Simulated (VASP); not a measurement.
Al: single point with LDA

Al:

```xyz
2
Lattice="2.9006 0.0000 0.0000 -1.4503 2.5120 0.0000 0.0000 0.0000 4.9674" Properties=species:S:1:pos:R:3 pbc="T T T"
Al    1.4503    0.8373    3.7255
Al    0.0000    1.6747    1.2418
```

This isn't the form of Al at room conditions, which is fcc.

```
Program             : VASP 6.6.1
Task                : single point
Functional          : LDA
Potentials or basis : VASP PAW LDA potentials, release 64 (Al)
Cutoff              : 520 eV
k mesh              : 18 × 18 × 10
Occupations         : gaussian, width 0.15 eV
Spin                : no spin polarisation
```

- Pressure: -7.5 GPa
- Band gap on the k mesh: zero (bands 3 and 4 overlap by 6.62 eV)

Levels at points of the mesh, in eV from the Fermi level:
```
           k point  band 1  band 2  band 3  band 4  band 5  band 6  band 7
(0.00, 0.00, 0.00)  -10.45   -4.80   -4.36   10.45   10.45   10.98   11.01
(0.50, 0.00, 0.00)   -4.84   -4.59    0.58    0.67    1.14    1.64    5.69
(0.00, 0.00, 0.50)   -8.97   -8.97    2.46    2.46   11.66   11.66   11.66
(0.50, 0.00, 0.50)   -3.52   -3.52   -3.00   -3.00    6.97    6.97    7.30
```

It took 68 s on 1 thread of Intel Xeon 8259CL, with other jobs on the host, peak memory 0.18 GiB.

Caveat: the cell stands under tension.
